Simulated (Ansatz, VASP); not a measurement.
# TiO2 in VASP and in Ansatz

```xyz
6
Lattice="4.6431 0.0000 0.0000 0.0000 4.6431 0.0000 0.0000 0.0000 2.9640" Properties=species:S:1:pos:R:3 pbc="T T T"
Ti    0.0000    0.0000    0.0000
Ti    2.3215    2.3215    1.4820
O     1.4166    1.4166    0.0000
O     0.9049    3.7382    1.4820
O     3.2264    3.2264    0.0000
O     3.7382    0.9049    1.4820
```

Alike in both runs: functional PBE; k mesh 6 × 6 × 10; occupations gaussian, width 0.02 eV; no spin polarisation.

Ansatz relaxed the structure, and its values are those at the end. VASP's run is a single point on that final structure, the one shown.

|  | VASP | Ansatz |
| --- | --- | --- |
| version | VASP 6.6.1 | Ansatz 0.2.0 |
| potentials or method | VASP PAW PBE potentials, release 64 (Ti_sv, O), cutoff 520 eV | scalar-relativistic, plane waves, PAW |
| valence electrons in the cell | 48 | 48 |

VASP gave:

```
gap on the k mesh at the Fermi level (eV) : 1.83
least direct gap on the mesh (eV)         : 1.83
pressure (GPa)                            : 0.7
rms of the force components (eV/Å)        : 0.013
```

Question: Estimate Ansatz's values.

Answer: gap on the k mesh at the Fermi level (eV): 1.86; least direct gap on the mesh (eV): 1.86; pressure (GPa): 0.0; rms of the force components (eV/Å): 0.001.

The functional is the same, so the differences come from potentials, cutoffs and numerics.
